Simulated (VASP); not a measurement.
# SnO in VASP: single point with PBE+D3(BJ)

Aim: the single point of SnO with PBE+D3(BJ).

All numbers are computed with VASP 6.6.1; they aren't measurements. Logs are shortened: lines on timing, memory, paths and dates and some standing lists are left out, and cuts for length are marked.

## (1) The cell of the first run

The cell holds a slab with vacuum, 8 atoms: a = 3.820 Å, b = 3.820 Å, c = 22.226 Å, α = 90.00°, β = 90.00°, γ = 90.00°.

## (2) Single point, PBE+D3(BJ)

The input, INCAR:

```
PREC = Accurate
ENCUT = 520
EDIFF = 1E-6
ISMEAR = 0
SIGMA = 0.05
LREAL = F
LASPH = T
NELM = 100
ALGO = Normal
ISIF = 2
LWAVE = F
LCHARG = F
LDIPOL = T
IDIPOL = 3
DIPOL = 0.5 0.5 0.399
GGA = PE
IVDW = 12
NBANDS = 50
```

The input, KPOINTS:

```
Automatic mesh
0
Gamma
  7 7 1
```

The input, POSCAR:

```
SnO
1.0
    3.8201630918      0.0000000000      0.0000000000
    0.0000000000      3.8201630918      0.0000000000
    0.0000000000      0.0000000000     22.2260821141
Sn O
4 4
Direct
    0.7500000000      0.2500000000      0.2024648328
    0.2500000000      0.7500000000      0.3087832134
    0.7500000000      1.2500000000      0.4887519537
    0.2500000000      1.7500000000      0.5950703343
    0.2500000000      0.2500000000      0.2556240231
    0.7500000000      0.7500000000      0.2556240231
    0.2500000000      1.2500000000      0.5419111440
    0.7500000000      1.7500000000      0.5419111440
```

Potentials or basis: VASP PAW PBE potentials, release 64 (Sn_d, O).

Launch:

```
$ cat potpaw_PBE.64/Sn_d/POTCAR potpaw_PBE.64/O/POTCAR > POTCAR
$ mpirun -np 1 vasp_std > vasp.out
```

OUTCAR:

```text
PREC = Accurate
   ENCUT = 520
   EDIFF = 1E-6
   ISMEAR = 0
   LREAL = F
   LASPH = T
   NELM = 100
   ISIF = 2
   GGA = PE
   IVDW = 12
 IVDW          = 12

 ion  position               nearest neighbor table
   1  0.750  0.250  0.202-   5 2.25   6 2.25   6 2.25   5 2.25   2 3.59   2 3.59   2 3.59   2 3.59

   2  0.250  0.750  0.309-   5 2.25   6 2.25   5 2.25   6 2.25   1 3.59   1 3.59   1 3.59   1 3.59

   3  0.750  0.250  0.489-   7 2.25   8 2.25   8 2.25   7 2.25   4 3.59   4 3.59   4 3.59   4 3.59

   4  0.250  0.750  0.595-   7 2.25   8 2.25   7 2.25   8 2.25   3 3.59   3 3.59   3 3.59   3 3.59

   5  0.250  0.250  0.256-   1 2.25   2 2.25   2 2.25   1 2.25
   6  0.750  0.750  0.256-   1 2.25   2 2.25   1 2.25   2 2.25
   7  0.250  0.250  0.542-   3 2.25   3 2.25   4 2.25   4 2.25
   8  0.750  0.750  0.542-   3 2.25   3 2.25   4 2.25   4 2.25

  LATTYP: Found a simple tetragonal cell.
 ALAT       =     3.8201630918
 C/A-ratio  =     5.8180977042

  Lattice vectors:

 A1 = (   3.8201630918,   0.0000000000,   0.0000000000)
 A2 = (   0.0000000000,   3.8201630918,   0.0000000000)
 A3 = (   0.0000000000,   0.0000000000,  22.2260821141)

Analysis of symmetry for initial positions (statically):
=====================================================================
 Subroutine PRICEL returns:
 Original cell was already a primitive cell.

 Routine SETGRP: Setting up the symmetry group for a
 simple tetragonal supercell.

 Subroutine GETGRP returns: Found 16 space group operations
 (whereof  2 operations were pure point group operations)
 out of a pool of 16 trial point group operations.

The static configuration has the point symmetry C_1h.
 The point group associated with its full space group is D_4h.

Analysis of symmetry for dynamics (positions and initial velocities):
=====================================================================
 Subroutine PRICEL returns:
 Original cell was already a primitive cell.

 Routine SETGRP: Setting up the symmetry group for a
 simple tetragonal supercell.

 Subroutine GETGRP returns: Found 16 space group operations
 (whereof  2 operations were pure point group operations)
 out of a pool of 16 trial point group operations.

The dynamic configuration has the point symmetry C_1h.
 The point group associated with its full space group is D_4h.

 Subroutine INISYM returns: Found 16 space group operations
 (whereof  2 operations are pure point group operations),
 and found     1 'primitive' translations

[... 103 lines left out ...]
   NUPDOWN=      -1.0000    fix difference up-down
   EMIN   =  10.00;   EMAX   =-10.00  energy-range for DOS
   EFERMI =   0.00;   METHOD = LEGACY
   ISMEAR =     0;   SIGMA  =   0.05  broadening in eV -4-tet -1-fermi 0-gaus
   EFERMI_NEDOS =   21; number of points for ismear=-14 and -15
   IALGO  =     38    algorithm
   IMIX   =      4    mixing-type and parameters
     AMIX     =   0.40;   BMIX     =  1.00
     AMIX_MAG =   1.60;   BMIX_MAG =  1.00
  volume/ion in A,a.u.               =      40.54       273.61
  Fermi-wavevector in a.u.,A,eV,Ry     =   1.026666  1.940118 14.341131  1.054043
  Thomas-Fermi vector in A             =   2.160571
   LORBIT       =      0    0 simple, 1 ext, 2 COOP (PROOUT), +10 PAW based schemes
   GGA     = PE    functional components
   LHFCALC =     F    Hartree Fock is set to
   AEXX    =    0.0000 exact exchange contribution
   IVDW    =    12    specifies the selected vdW correction
   LEPSILON=     F    determine dielectric tensor
   LRPA    =     F    only Hartree local field effects (RPA)
 non-spin polarized calculation
 Gauss-broadening in eV      SIGMA  =   0.05
  energy-cutoff  :      520.00
  volume of cell :      324.36
 maximum number of plane-waves:      8769
   NGX = 15   NGY = 15   NGZ = 83

 dipolmoment           0.000000      0.000000     -0.000003 electrons x Angstroem

 number of electron      79.9999971 magnetization

 dipolmoment           0.000000      0.000000      0.000000 electrons x Angstroem

 Free energy of the ion-electron system (eV)
  ---------------------------------------------------
  ext. energy  EPLUGINS =         0.00000000
  ---------------------------------------------------
  free energy    TOTEN  =       -45.20794631 eV

  energy without entropy =      -45.20794631  energy(sigma->0) =      -45.20794631

 E-fermi :   0.0321     XC(G=0):  -5.3076

 val. band max:       -0.1988723483   @ k =   0.1429   0.0000   0.0000
 cond. band min:       2.3371996427   @ k =   0.0000   0.0000   0.0000
 fundamental gap:      2.5360719910
 Fermi energy:         0.0321198644

 k-point     1 :       0.0000    0.0000    0.0000
  band No.  band energies     occupation
      1     -21.0672      2.00000
      2     -21.0670      2.00000
      3     -20.7068      2.00000
      4     -20.7066      2.00000
      5     -20.6688      2.00000
      6     -20.6688      2.00000
[... 519 lines left out ...]
     49       5.8646      0.00000
     50       6.0825      0.00000

------------------------ aborting loop because EDIFF is reached ----------------------------------------

 vacuum level on the upper side and lower side of the slab       (xc-potential included)        -0.145        -0.145

 Edisp (eV)   -1.25763

 E8    (eV) :    -0.5569

  FORCE on cell =-STRESS in cart. coord.  units (eV):
  Direction    XX          YY          ZZ          XY          YZ          ZX
  --------------------------------------------------------------------------------------
  -------------------------------------------------------------------------------------
  Total       0.10410     0.10410    -0.49265    -0.00000     0.00000     0.00000
  in kB       0.51418     0.51418    -2.43345    -0.00000     0.00000     0.00000
  external pressure =       -0.47 kB  Pullay stress =        0.00 kB

 VOLUME and BASIS-vectors are now :
 -----------------------------------------------------------------------------
  energy-cutoff  :      520.00
  volume of cell :      324.36
      direct lattice vectors                 reciprocal lattice vectors
     3.820163092  0.000000000  0.000000000     0.261768929  0.000000000  0.000000000
     0.000000000  3.820163092  0.000000000     0.000000000  0.261768929  0.000000000
     0.000000000  0.000000000 22.226082114     0.000000000  0.000000000  0.044992185

 POSITION                                       TOTAL-FORCE (eV/Angst)
 -----------------------------------------------------------------------------------
      2.86512      0.95504      4.50000        -0.000000      0.000000     -0.074431
      0.95504      2.86512      6.86304        -0.000000      0.000000      0.195596
      2.86512      0.95504     10.86304        -0.000000      0.000000     -0.195596
      0.95504      2.86512     13.22608         0.000000      0.000000      0.074431
      0.95504      0.95504      5.68152         0.000000      0.000000      0.016207
      2.86512      2.86512      5.68152        -0.000000     -0.000000      0.016207
      0.95504      0.95504     12.04456         0.000000     -0.000000     -0.016207
      2.86512      2.86512     12.04456        -0.000000      0.000000     -0.016207
 -----------------------------------------------------------------------------------
    total drift:                                0.000000      0.000000      0.000003

  FREE ENERGIE OF THE ION-ELECTRON SYSTEM (eV)
  ---------------------------------------------------
  free  energy   TOTEN  =       -46.4655797539 eV

  energy  without entropy=      -46.4655797539  energy(sigma->0) =      -46.46557975

 vacuum level on the upper side and lower side of the slab         4.797         4.797
```

OSZICAR:

```text
N       E                     dE             d eps       ncg     rms          rms(c)
DAV:   1     0.947841262891E+03    0.94784E+03   -0.38172E+04  1048   0.180E+03
DAV:   2     0.143113140137E+03   -0.80473E+03   -0.77648E+03  1096   0.493E+02
DAV:   3    -0.375882155934E+02   -0.18070E+03   -0.17401E+03  1194   0.221E+02
DAV:   4    -0.527965621240E+02   -0.15208E+02   -0.14997E+02  1166   0.657E+01
[... 14 lines left out ...]
DAV:  19    -0.452079265395E+02   -0.37967E-04   -0.48028E-06   950   0.184E-02    0.305E-03
DAV:  20    -0.452079418684E+02   -0.15329E-04   -0.12796E-06   834   0.116E-02    0.167E-03
DAV:  21    -0.452079450000E+02   -0.31316E-05   -0.28703E-07   692   0.436E-03    0.136E-03
DAV:  22    -0.452079461511E+02   -0.11510E-05   -0.32966E-07   728   0.465E-03    0.219E-04
DAV:  23    -0.452079463111E+02   -0.16005E-06   -0.12453E-07   678   0.266E-03
   1 F= -.46465580E+02 E0= -.46465580E+02  d E =-.200613E-11
```

Run time: 4.4 min. Hardware: 1 thread of Intel Xeon 6975P-C, shared host; peak memory 0.4 GiB.

What came out:

```
Free energy                : -46.4656 eV
Largest force              : 0.196 eV/Å
Band gap on the k mesh     : 2.54 eV, indirect (least direct gap 2.55 eV)
Dispersion energy per atom : -0.157 eV
```

Forces on the atoms (eV/Å):
```
Sn   0.000  0.000 -0.074
Sn   0.000  0.000  0.196
Sn   0.000  0.000 -0.196
Sn   0.000  0.000  0.074
O    0.000  0.000  0.016
O    0.000  0.000  0.016
O    0.000  0.000 -0.016
O    0.000  0.000 -0.016
```

Levels at points of the mesh, in eV from the valence-band top:
```csv
k point,band 38,band 39,band 40,band 41,band 42,band 43
"(0.00, 0.00, 0.00)",-1.96,-0.62,-0.02,2.54,2.85,2.86
```

Caveat: spin-orbit coupling is left out, which moves the levels of the heavy elements.
